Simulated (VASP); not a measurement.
# NiO (Fm-3m) in VASP: a series of runs

NiO is run at these levels: r2SCAN; tasks: single point.

Program: VASP 6.6.1. These are calculated values, not measurements. Logs are shortened: lines on timing, memory, paths and dates and some standing lists are left out, and cuts for length are marked.

**1. The cell of the first run**

The structure is cubic, space group Fm-3m (No. 225). The conventional cell has a = 4.218 Å, b = 4.218 Å, c = 4.218 Å, α = 90.00°, β = 90.00°, γ = 90.00°. Within 2.8 Å of Ni (site symmetry m-3m) lie 6 O at 2.11 Å. Within 2.8 Å of O (site symmetry m-3m) lie 6 Ni at 2.11 Å.

**2. Single point, r2SCAN**

Input file POSCAR:

```
NiO
1.0
    0.0000000000      2.1092100000      2.1092100000
    2.1092100000      0.0000000000      2.1092100000
    2.1092100000      2.1092100000      0.0000000000
Ni O
1 1
Direct
    0.0000000000      0.0000000000      0.0000000000
    0.5000000000      0.5000000000      0.5000000000
```

Input file INCAR.step1:

```
  ALGO = Normal
  EDIFF = 1E-5
  ENCUT = 660
  GGA = PE
  GGA_COMPAT = F
  ISMEAR = -1
  LASPH = T
  LCHARG = F
  LREAL = F
  LWAVE = T
  NBANDS = 15
  NELM = 120
  PREC = Accurate
  SIGMA = 0.1
```

Input file INCAR.step2:

```
  ALGO = Normal
  EDIFF = 1E-6
  ENCUT = 660
  GGA_COMPAT = F
  ISIF = 2
  ISMEAR = -1
  ISTART = 1
  LASPH = T
  LCHARG = F
  LMIXTAU = T
  LREAL = F
  LWAVE = F
  METAGGA = R2SCAN
  NBANDS = 15
  NELM = 120
  PREC = Accurate
  SIGMA = 0.1
```

Input file KPOINTS:

```
k-points
0
Gamma
  2 2 2
```

Potentials or basis: VASP PAW PBE potentials, release 64 (Ni, O).

Launch:

```console
cat potpaw_PBE.64/Ni/POTCAR potpaw_PBE.64/O/POTCAR > POTCAR
cp INCAR.step1 INCAR
mpirun -np 1 vasp_std > vasp.out
cp INCAR.step2 INCAR
mpirun -np 1 vasp_std > vasp.out
```

OUTCAR:

```text
EDIFF = 1E-6
   ENCUT = 660
   ISIF = 2
   ISMEAR = -1
   ISTART = 1
   LASPH = T
   LREAL = F
   METAGGA = R2SCAN
   NELM = 120
   PREC = Accurate

 ion  position               nearest neighbor table
   1  0.000  0.000  0.000-   2 2.11   2 2.11   2 2.11   2 2.11   2 2.11   2 2.11
   2  0.500  0.500  0.500-   1 2.11   1 2.11   1 2.11   1 2.11   1 2.11   1 2.11

  LATTYP: Found a face centered cubic cell.
 ALAT       =     4.2184200000

  Lattice vectors:

 A1 = (   0.0000000000,   2.1092100000,   2.1092100000)
 A2 = (   2.1092100000,   0.0000000000,   2.1092100000)
 A3 = (   2.1092100000,   2.1092100000,   0.0000000000)

Analysis of symmetry for initial positions (statically):
=====================================================================
 Subroutine PRICEL returns:
 Original cell was already a primitive cell.

 Routine SETGRP: Setting up the symmetry group for a
 face centered cubic supercell.

 Subroutine GETGRP returns: Found 48 space group operations
 (whereof 48 operations were pure point group operations)
 out of a pool of 48 trial point group operations.

The static configuration has the point symmetry O_h .

Analysis of symmetry for dynamics (positions and initial velocities):
=====================================================================
 Subroutine PRICEL returns:
 Original cell was already a primitive cell.

 Routine SETGRP: Setting up the symmetry group for a
 face centered cubic supercell.

 Subroutine GETGRP returns: Found 48 space group operations
 (whereof 48 operations were pure point group operations)
 out of a pool of 48 trial point group operations.

The dynamic configuration has the point symmetry O_h .

 Subroutine INISYM returns: Found 48 space group operations
 (whereof 48 operations are pure point group operations),
 and found     1 'primitive' translations

----------------------------------------------------------------------------------------

                                     Primitive cell

  volume of cell :      18.7668

  direct lattice vectors                    reciprocal lattice vectors
     0.000000000  2.109210000  2.109210000    -0.237055580  0.237055580  0.237055580
     2.109210000  0.000000000  2.109210000     0.237055580 -0.237055580  0.237055580
     2.109210000  2.109210000  0.000000000     0.237055580  0.237055580 -0.237055580

  length of vectors
     2.982873388  2.982873388  2.982873388     0.410592309  0.410592309  0.410592309

  position of ions in fractional coordinates (direct lattice)
     0.000000000  0.000000000  0.000000000
     0.500000000  0.500000000  0.500000000

  ion indices of the primitive-cell ions
   primitive index   ion index
                 1           1
                 2           2

----------------------------------------------------------------------------------------

 KPOINTS: k-points

Automatic generation of k-mesh.
 Grid dimensions read from file:
 generate k-points for:    2    2    2

 Generating k-lattice:

  Cartesian coordinates                     Fractional coordinates (reciprocal lattice)
    -0.118527790  0.118527790  0.118527790     0.500000000  0.000000000  0.000000000
     0.118527790 -0.118527790  0.118527790     0.000000000  0.500000000  0.000000000
     0.118527790  0.118527790 -0.118527790     0.000000000  0.000000000  0.500000000

  Length of vectors
     0.205296154  0.205296154  0.205296154

  Shift w.r.t. Gamma in fractional coordinates (k-lattice)
     0.000000000  0.000000000  0.000000000

 Subroutine IBZKPT returns following result:
 ===========================================

 Found      3 irreducible k-points:

 Following reciprocal coordinates:
            Coordinates               Weight
  0.000000  0.000000  0.000000      1.000000
  0.500000  0.000000  0.000000      4.000000
  0.500000  0.500000  0.000000      3.000000
   k-points           NKPTS =      3   k-points in BZ     NKDIM =      3   number of bands    NBANDS=     15
   number of dos      NEDOS =    301   number of ions     NIONS =      2
   total plane-waves  NPLWV =  21952
   dimension x,y,z NGX =    28 NGY =   28 NGZ =   28
   dimension x,y,z NGXF=    56 NGYF=   56 NGZF=   56
   ions per type =               1   1
   NGX,Y,Z   is equivalent  to a cutoff of  15.61, 15.61, 15.61 a.u.
   NGXF,Y,Z  is equivalent  to a cutoff of  31.21, 31.21, 31.21 a.u.
 SYSTEM =  unknown system
   PREC   = accura    normal or accurate (medium, high low for compatibility)
   ISTART =      1    job   : 0-new  1-cont  2-samecut
   ICHARG =      0    charge: 1-file 2-atom 10-const
   ISPIN  =      1    spin polarized calculation?
   LNONCOLLINEAR =      F non collinear calculations
   LSORBIT =      F    spin-orbit coupling
   LASPH  =      T    aspherical Exc in radial PAW
   ENCUT  =  660.0 eV  48.51 Ry    6.96 a.u.   6.25  6.25  6.25*2*pi/ulx,y,z
   NELM   =    120;   NELMIN=  2; NELMDL=  0     # of ELM steps
   EDIFF  = 0.1E-05   stopping-criterion for ELM
   LREAL  =      F    real-space projection
   EDIFFG = 0.1E-04   stopping-criterion for IOM
   NSW    =      0    number of steps for IOM
   IBRION =     -1    ionic relax: 0-MD 1-quasi-New 2-CG
   NFREE  =      0    steps in history (QN), initial steepest desc. (CG)
   ISIF   =      2    stress and relaxation
   ISYM   =      2    0-nonsym 1-usesym 2-fastsym
   POTIM  = 0.5000    time-step for ionic-motion
   TEBEG  =    0.0;   TEEND  =   0.0 temperature during run
   PSTRESS=    0.0 pullay stress
   NELECT =      16.0000    total number of electrons
   NUPDOWN=      -1.0000    fix difference up-down
   EMIN   =  10.00;   EMAX   =-10.00  energy-range for DOS
   EFERMI =   0.00;   METHOD = LEGACY
   ISMEAR =    -1;   SIGMA  =   0.10  broadening in eV -4-tet -1-fermi 0-gaus
   EFERMI_NEDOS =   21; number of points for ismear=-14 and -15
   IALGO  =     38    algorithm
   IMIX   =      4    mixing-type and parameters
     AMIX     =   0.40;   BMIX     =  1.00
     AMIX_MAG =   1.60;   BMIX_MAG =  1.00
  volume/ion in A,a.u.               =       9.38        63.32
  Fermi-wavevector in a.u.,A,eV,Ry     =   1.552333  2.933485 32.786490  2.409739
  Thomas-Fermi vector in A             =   2.656724
   LORBIT       =      0    0 simple, 1 ext, 2 COOP (PROOUT), +10 PAW based schemes
   METAGGA = R2SCAN    functional components
   LHFCALC =     F    Hartree Fock is set to
   AEXX    =    0.0000 exact exchange contribution
   IVDW    =     0    specifies the selected vdW correction
   LEPSILON=     F    determine dielectric tensor
   LRPA    =     F    only Hartree local field effects (RPA)
 non-spin polarized calculation
  energy-cutoff  :      660.00
  volume of cell :       18.77
 maximum number of plane-waves:       740
 NGX is ok and might be reduce to    28
   NGX = 13   NGY = 13   NGZ = 13

 number of electron      15.9999999 magnetization

 Free energy of the ion-electron system (eV)
  ---------------------------------------------------
  ext. energy  EPLUGINS =         0.00000000
  ---------------------------------------------------
  free energy    TOTEN  =       -19.57125399 eV

  energy without entropy =      -19.57090394  energy(sigma->0) =      -19.57107897

 E-fermi :   7.9452     XC(G=0): -13.1661

 val. band max:        7.1049712804   @ k =   0.5000   0.5000   0.0000
 cond. band min:       8.8795128837   @ k =   0.5000   0.0000   0.0000
 fundamental gap:      1.7745416033
 Fermi energy:         7.9451764463

 k-point     1 :       0.0000    0.0000    0.0000
  band No.  band energies     occupation
      1     -14.0465      2.00000
      2       4.0596      2.00000
      3       4.0596      2.00000
      4       4.0596      2.00000
      5       5.5689      2.00000
      6       5.5689      2.00000
      7       5.5690      2.00000
      8       6.2574      2.00000
      9       6.2575      2.00000
     10       9.2726      0.00000
     11      25.7694      0.00000
     12      26.8740      0.00000
     13      26.8740      0.00000
     14      26.8740      0.00000
     15      30.5001      0.00000

 k-point     2 :       0.5000    0.0000    0.0000
  band No.  band energies     occupation
      1     -12.8355      2.00000
      2      -0.8016      2.00000
      3       1.9366      2.00000
      4       1.9367      2.00000
      5       6.3631      2.00000
      6       6.3632      2.00000
      7       6.6881      1.99999
      8       8.8795      0.00018
      9       8.8795      0.00018
     10      13.4847      0.00000
     11      17.8683      0.00000
     12      22.0875      0.00000
     13      22.0875      0.00000
     14      29.3133      0.00000
     15      33.9160      0.00000

 k-point     3 :       0.5000    0.5000    0.0000
  band No.  band energies     occupation
      1     -12.7656      2.00000
      2       0.3539      2.00000
      3       2.8184      2.00000
      4       2.8184      2.00000
      5       4.6745      2.00000
      6       6.5858      2.00000
      7       6.5858      2.00000
      8       6.6382      2.00000
      9       7.1050      1.99955
     10      14.1775      0.00000
     11      18.4699      0.00000
     12      20.1865      0.00000
     13      24.7182      0.00000
     14      24.7182      0.00000
     15      36.5088      0.00000

------------------------ aborting loop because EDIFF is reached ----------------------------------------

  FORCE on cell =-STRESS in cart. coord.  units (eV):
  Direction    XX          YY          ZZ          XY          YZ          ZX
  --------------------------------------------------------------------------------------
  -------------------------------------------------------------------------------------
  Total       -2.5622350     -2.5622350     -2.5622350      0.0000000      0.0000000     -0.0000000
  in kB     -218.7459798   -218.7459798   -218.7459798      0.0000000      0.0000000     -0.0000000
  external PRESSURE =    -218.7459798 kB  Pullay stress =       0.0000000 kB

 VOLUME and BASIS-vectors are now :
 -----------------------------------------------------------------------------
  energy-cutoff  :      660.00
  volume of cell :       18.77
      direct lattice vectors                 reciprocal lattice vectors
     0.000000000  2.109210000  2.109210000    -0.237055580  0.237055580  0.237055580
     2.109210000  0.000000000  2.109210000     0.237055580 -0.237055580  0.237055580
     2.109210000  2.109210000  0.000000000     0.237055580  0.237055580 -0.237055580

 POSITION                                       TOTAL-FORCE (eV/Angst)
 -----------------------------------------------------------------------------------
      0.00000      0.00000      0.00000         0.000000      0.000000     -0.000000
      2.10921      2.10921      2.10921        -0.000000     -0.000000      0.000000
 -----------------------------------------------------------------------------------
    total drift:                                0.000000      0.000000      0.000000

  FREE ENERGIE OF THE ION-ELECTRON SYSTEM (eV)
  ---------------------------------------------------
  free  energy   TOTEN  =       -19.5712539916 eV

  energy  without entropy=      -19.5709039388  energy(sigma->0) =      -19.57107897
```

It took 41 s on 1 thread of Intel Xeon Platinum 8259CL at 2.50GHz (Skylake/Cascade Lake), shared host; peak memory 0.15 GiB.

Results:

```yaml
Free_energy: -19.5713 eV
Pressure: -21.9 GPa
Band_gap_on_the_k_mesh: zero (band 8 reaches 8.88 eV, above the bottom of band 9 at 6.26 eV)
```

Caveat: the k points lie up to 1.29 Å⁻¹ apart; the PAW data sets were made with another functional, which shifts forces and pressure a little; the run has no spin polarisation, though such a crystal can be magnetic; semilocal functionals often make such compounds metallic where correlation or magnetic order opens a gap, which also shifts bond lengths.

**3. Single point, r2SCAN, collinear spin, ferromagnetic start**

POSCAR is that of step 2.

Input file INCAR.step1:

```
PREC = Accurate
ENCUT = 660
ISMEAR = -1
SIGMA = 0.1
LREAL = F
LASPH = T
NELM = 200
ISPIN = 2
MAGMOM = 2 0
LMAXMIX = 4
NBANDS = 19
GGA = PE
ALGO = Normal
EDIFF = 1E-5
LWAVE = T
LCHARG = F
GGA_COMPAT = F
```

Input file INCAR.step2:

```
PREC = Accurate
ENCUT = 660
EDIFF = 1E-6
ISMEAR = -1
SIGMA = 0.1
LREAL = F
LASPH = T
NELM = 200
ALGO = Normal
ISIF = 2
LWAVE = F
LCHARG = T
ISPIN = 2
MAGMOM = 2 0
LORBIT = 11
LMAXMIX = 4
METAGGA = R2SCAN
LMIXTAU = T
LELF = T
LVHAR = T
NBANDS = 19
ISTART = 1
GGA_COMPAT = F
```

Input file KPOINTS:

```
regular mesh
0
Gamma
  2 2 2
```

Potentials or basis: VASP PAW PBE potentials, release 64 (Ni, O).

Launch:

```console
cat potpaw_PBE.64/Ni/POTCAR potpaw_PBE.64/O/POTCAR > POTCAR
cp INCAR.step1 INCAR
mpirun -np 1 vasp_std > vasp.out
cp INCAR.step2 INCAR
mpirun -np 1 vasp_std > vasp.out
```

It took 76 s on 1 thread of Intel Xeon Platinum 8259CL at 2.50GHz (Skylake/Cascade Lake), shared host; peak memory 0.18 GiB.

It converged, with:

- Free energy: -19.5713 eV
- Pressure: -21.9 GPa
- Band gap on the k mesh: zero (filled and empty bands overlap)
- Net moment: 0.00 μB per cell
- Valence electrons inside the program's atomic spheres: Ni 9.04; O 4.96

Levels at points of the mesh, in eV from the Fermi level:
Spin up:
```tsv
k point	band 6	band 7	band 8	band 9	band 10	band 11	band 12	band 13
(0.00, 0.00, 0.00)	-2.38	-2.38	-1.69	-1.69	1.33	17.82	18.93	18.93
(0.50, 0.00, 0.00)	-1.58	-1.26	0.93	0.93	5.54	9.92	14.14	14.14
(0.50, 0.50, 0.00)	-1.36	-1.36	-1.31	-0.84	6.23	10.52	12.24	16.77
```
Spin down:
| k point | band 6 | band 7 | band 8 | band 9 | band 10 | band 11 | band 12 | band 13 |
| --- | --- | --- | --- | --- | --- | --- | --- | --- |
| (0.00, 0.00, 0.00) | -2.38 | -2.38 | -1.69 | -1.69 | 1.33 | 17.82 | 18.93 | 18.93 |
| (0.50, 0.00, 0.00) | -1.58 | -1.26 | 0.93 | 0.93 | 5.54 | 9.92 | 14.14 | 14.14 |
| (0.50, 0.50, 0.00) | -1.36 | -1.36 | -1.31 | -0.84 | 6.23 | 10.52 | 12.24 | 16.77 |

Caveat: the k points lie up to 1.29 Å⁻¹ apart; the starting moments collapsed, and a magnetic state may lie lower; the PAW data sets were made with another functional, which shifts forces and pressure a little; semilocal functionals often make such compounds metallic where correlation or magnetic order opens a gap, which also shifts bond lengths. With open d or f shells a metallic result of r2SCAN can be an artefact of self-interaction; +U or a hybrid may open a gap.
